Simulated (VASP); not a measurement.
TaN, 2 atoms in the cell. It takes space group P-6m2 (No. 187, hexagonal). The conventional cell has a = 2.936 Å, b = 2.936 Å, c = 2.885 Å, α = 90.00°, β = 90.00°, γ = 120.00°. Ta (site symmetry -6m2) has 6 N at 2.23 Å and 8 Ta at 2.88 to 2.94 Å within 3.0 Å. N (site symmetry -6m2) has 6 Ta at 2.23 Å and 8 N at 2.88 to 2.94 Å within 3.0 Å. 

| Quantity | Value |
| --- | --- |
| Program | VASP 6.6.1 |
| Task | single point |
| Functional | r2SCAN |
| Potentials or basis | VASP PAW PBE potentials, release 64 (Ta_pv, N) |
| Cutoff | 520 eV |
| k mesh | 12 × 12 × 8 |
| Occupations | fermi-dirac, width 0.02 eV |
| Spin | no spin polarisation |
| Dipole correction | no |
| Further INCAR settings | ALGO = Normal; EDIFF = 1e-07; NBANDS = 15 |

Potentials or basis: VASP PAW PBE potentials, release 64 (Ta_pv, N).

Launch:

```console
$ cat potpaw_PBE.64/Ta_pv/POTCAR potpaw_PBE.64/N/POTCAR > POTCAR
$ cp INCAR.step1 INCAR
$ mpirun -np 1 vasp_std > vasp.out
$ cp INCAR.step2 INCAR
$ mpirun -np 1 vasp_std > vasp.out
```

Hardware: 1 thread of Intel(R) Xeon(R) 6975P-C (Granite Rapids), with other jobs on the host.

Q: Estimate the wall time of this run.

A: Wall time 35 s on 1 thread of Intel(R) Xeon(R) 6975P-C (Granite Rapids), with other jobs on the host, peak memory 0.16 GiB. Counts: k points 95.
